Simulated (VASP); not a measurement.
TaN, 4 atoms in the cell. The cell holds a wire or tube with vacuum around it, 4 atoms: a = 11.100 Å, b = 9.300 Å, c = 4.085 Å, α = 90.00°, β = 90.00°, γ = 90.00°. 

- Program: VASP 6.6.1
- Task: single point
- Functional: PBE
- Potentials or basis: VASP PAW PBE potentials, release 64 (Ta_pv, N)
- Cutoff: 520 eV
- k mesh: 1 × 1 × 16
- Occupations: gaussian, width 0.05 eV
- Spin: collinear spin, ferromagnetic start
- Starting moments: [1.5, 1.5, 0.5, 0.5] μB
- Dipole correction: no
- Further INCAR settings: ALGO = Normal; EDIFF = 1e-07; NBANDS = 28

Potentials or basis: VASP PAW PBE potentials, release 64 (Ta_pv, N).

The run is started by

```console
$ cat potpaw_PBE.64/Ta_pv/POTCAR potpaw_PBE.64/N/POTCAR > POTCAR
$ mpirun -np 1 vasp_std > vasp.out
```

Hardware: 1 thread of AMD EPYC 7R43 64-Core Processor (Zen 3) (shared host).

Question: Estimate the wall time of this run.

Answer: It took 10 min on 1 thread of AMD EPYC 7R43 64-Core Processor (Zen 3), with other jobs on the host, peak memory 0.59 GiB. Counts: scf iterations 34, k points 9.
